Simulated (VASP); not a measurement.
Here is a VASP 6.6.1 calculation.

INCAR

```
SYSTEM = Zr
  PREC = Accurate
  ENCUT = 600
  EDIFF = 1E-6
  ISMEAR = 0
  SIGMA = 0.05
  LREAL = .FALSE.
  LASPH = .TRUE.
  NELM = 80
  ALGO = Fast
  ISIF = 3
  LWAVE = .FALSE.
  LCHARG = .FALSE.
  IBRION = 2
  NSW = 80
  EDIFFG = -0.01
  PSTRESS = 60.0
```

File KPOINTS:

```
regular mesh
0
G
  10 10 16
  0 0 0
```

File POSCAR:

```
Zr
1.0
    4.8660790835      0.0000000000      0.0000000000
   -2.4330395417      4.2141481032      0.0000000000
    0.0000000000      0.0000000000      3.0463025912
Zr
3
Direct
    0.0000000000      0.0000000000      0.0000000000
    0.3333333333      0.6666666667      0.5000000000
    0.6666666667      0.3333333333      0.5000000000
```

Potentials or basis: VASP PAW LDA potentials, release 64 (Zr_sv).

Run with:

```console
$ cat potpaw_LDA.64/Zr_sv/POTCAR > POTCAR
$ mpirun -np 1 vasp_std > vasp.out
```

**Question.** What does it give for the band gap on the k mesh?

**Answer.** Zero (band 18 reaches 10.55 eV, above the bottom of band 19 at 9.80 eV).

**Question.** What does it give for the relaxed cell?

**Answer.** a = 4.842 Å, b = 4.842 Å, c = 3.031 Å, α = 90.00°, β = 90.00°, γ = 120.00°.

**Question.** What does it give for the relaxed volume?

**Answer.** 20.52 Å³/atom.

**Question.** Estimate the space group after relaxing (to 0.05 Å).

**Answer.** P6/mmm (No. 191).

Final structure:
```cif
data_structure
_symmetry_space_group_name_H-M 'P 1'
_symmetry_Int_Tables_number 1
_cell_length_a 4.8424
_cell_length_b 4.8424
_cell_length_c 3.0313
_cell_angle_alpha 90.000
_cell_angle_beta 90.000
_cell_angle_gamma 120.000
_cell_volume 61.56
loop_
_atom_site_label
_atom_site_type_symbol
_atom_site_fract_x
_atom_site_fract_y
_atom_site_fract_z
_atom_site_occupancy
Zr1 Zr 0.00000 0.00000 0.00000 1
Zr2 Zr 0.33333 0.66667 0.50000 1
Zr3 Zr 0.66667 0.33333 0.50000 1
```

Caveat: the cell is relaxed towards a set pressure, so the enthalpy falls and the energy may rise.
